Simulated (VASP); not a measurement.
Wanted: the native input for a VASP 6.6.1 run.

- Task: single point
- Functional: PBE
- Potentials or basis: VASP PAW PBE potentials, release 64 (Sn_d)
- Cutoff: 520 eV
- k mesh: 19 × 19 × 19
- Occupations: fermi-dirac, width 0.1 eV
- Spin: no spin polarisation
- Dipole correction: no
- Further INCAR settings: ALGO = Normal; EDIFF = 1e-07; NBANDS = 13

The structure of Sn lies in POSCAR:

```
Sn
1.0
   -1.8778469208      1.8778469208      1.8778469208
    1.8778469208     -1.8778469208      1.8778469208
    1.8778469208      1.8778469208     -1.8778469208
Sn
1
Direct
    0.0000000000      0.0000000000      0.0000000000
```

This isn't the form of Sn at room conditions, which is tetragonal (white tin).

The input as run:

INCAR

```
PREC = Accurate
ENCUT = 520
EDIFF = 1E-7
ISMEAR = -1
SIGMA = 0.1
LREAL = False
LASPH = True
NELM = 80
ALGO = Normal
ISIF = 2
LWAVE = False
LCHARG = False
GGA = PE
NBANDS = 13
```

KPOINTS

```
Automatic mesh
0
Gamma
  19 19 19
```

Potentials or basis: VASP PAW PBE potentials, release 64 (Sn_d).

Launch:

```console
$ cat potpaw_PBE.64/Sn_d/POTCAR > POTCAR
$ mpirun -np 1 vasp_std > vasp.out
```

Results of the run:

| Property | Result |
| --- | --- |
| Pressure | 2.2 GPa |
| Band gap on the k mesh | zero (bands 7 and 8 overlap by 10.70 eV) |

Caveat: spin-orbit coupling is left out, which moves the levels of the heavy elements.

Run time: 61 s on 1 thread of Intel Xeon 8259CL, on a shared host, peak memory 0.19 GiB.
